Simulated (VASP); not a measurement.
Ni:

```
Ni
1.0
    -1.38372    1.38372    1.38372
     1.38372   -1.38372    1.38372
     1.38372    1.38372   -1.38372
Ni
1
Direct
  0.00000 0.00000 0.00000
```

Base run:

- Program: VASP 6.6.1
- Functional: PBE
- Potentials or basis: VASP PAW PBE potentials, release 64 (Ni)
- Cutoff: 600 eV
- k mesh: 13 × 13 × 13
- Occupations: gaussian, width 0.022 eV
- Spin: collinear spin, ferromagnetic start
- Starting moments: [1.0] μB

Its results: pressure 7.5 GPa; net moment 0.59 μB per cell; site moments Ni +0.60 μB.

**Question.** After a change of settings the same cell gave: pressure 11.8 GPa; net moment 0.58 μB per cell; site moments Ni +0.59 μB. Which change was it?
A. cutoff from 600 eV to 520 eV; occupations from gaussian, width 0.022 eV to gaussian, width 0.02 eV; further incar settings from ALGO = Normal; EDIFF = 1e-06; NBANDS = 15 to ALGO = Fast; EDIFF = 1e-06; NBANDS = 15
B. occupations from gaussian, width 0.022 eV to gaussian, width 0.016 eV
C. cutoff from 600 eV to 520 eV; occupations from gaussian, width 0.022 eV to gaussian, width 0.011 eV; further incar settings from ALGO = Normal; EDIFF = 1e-06; NBANDS = 15 to ALGO = Fast; EDIFF = 1e-07; NBANDS = 15
D. functional from PBE to revPBE; cutoff from 600 eV to 520 eV; occupations from gaussian, width 0.022 eV to fermi-dirac, width 0.05 eV

**Answer.** D.

Caveats: the PAW data sets were made with another functional, which shifts forces and pressure a little (some runs).
